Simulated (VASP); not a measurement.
Input of a VASP 6.6.1 run:

The input INCAR:

```
ALGO = Normal ; EDIFF = 1E-6
EDIFFG = -0.005 ; ENCUT = 600
GGA = CA ; IBRION = 2
ISIF = 3 ; ISMEAR = -1
LASPH = T ; LCHARG = F
LREAL = F ; LWAVE = F
NELM = 100 ; NSW = 80
PREC = Accurate ; SIGMA = 0.02
```

Contents of KPOINTS:

```
k-points
0
Gamma
  6 6 6
```

Contents of POSCAR:

```
KI
1.0
    4.3399765465      0.0000000000      0.0000000000
    0.0000000000      4.3399765465      0.0000000000
    0.0000000000      0.0000000000      4.3399765465
K I
1 1
Direct
    0.0000000000      0.0000000000      0.0000000000
    0.5000000000      0.5000000000      0.5000000000
```

Potentials or basis: VASP PAW LDA potentials, release 64 (K_sv, I).

The run is started by

```console
$ cat potpaw_LDA.64/K_sv/POTCAR potpaw_LDA.64/I/POTCAR > POTCAR
$ mpirun -np 1 vasp_std > vasp.out
```

Task: What does it give for the relaxed cell?

Result: a = 4.126 Å, b = 4.126 Å, c = 4.126 Å, α = 90.00°, β = 90.00°, γ = 90.00°.

Task: Estimate the relaxed volume.

Result: 35.11 Å³/atom.

Task: Predict the space group after relaxing (to 0.1 Å).

Result: Pm-3m (No. 221).

Final structure:
```yaml
crystal:
  lattice:
    - [4.12553, 0.00000, 0.00000]
    - [0.00000, 4.12553, 0.00000]
    - [0.00000, 0.00000, 4.12553]
  atoms:
    - { symbol: K, position: [0.00000, 0.00000, 0.00000] }
    - { symbol: I, position: [0.50000, 0.50000, 0.50000] }
```
